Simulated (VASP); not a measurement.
A run of VASP 6.6.1 is set up as follows.

INCAR

```
ALGO = Normal
EDIFF = 1E-6
ENCUT = 520
GGA = PE
ISIF = 2
ISMEAR = 0
LASPH = T
LCHARG = F
LREAL = F
LWAVE = F
NBANDS = 16
NELM = 100
PREC = Accurate
SIGMA = 0.05
```

KPOINTS

```
k-points
0
Gamma
  8 8 8
```

The input POSCAR:

```
InP
1.0
    0.0000000000      2.8425850000      2.9305000000
    2.9305000000      0.0000000000      2.9305000000
    2.9305000000      2.8425850000      0.0000000000
In P
1 1
Direct
    0.0000000000      0.0000000000      0.0000000000
    0.7500000000      0.7500000000      0.7500000000
```

Potentials or basis: VASP PAW PBE potentials, release 64 (In_d, P).

Command:

```bash
$ cat potpaw_PBE.64/In_d/POTCAR potpaw_PBE.64/P/POTCAR > POTCAR
$ mpirun -np 1 vasp_std > vasp.out
```

Q: What does it give for the band gap on the k mesh?

A: 0.78 eV, direct.

Q: Estimate the pressure.

A: 5.7 GPa.

Stress tensor (GPa, compression positive):
```
5.30 0.00 0.00
0.00 6.39 0.00
0.00 0.00 5.30
```

Caveat: the cell differs from its parent crystal (strain -0.0300 x Voigt [0, 1, 0, 0, 0, 0]); spin-orbit coupling is left out, which moves the levels of the heavy elements.
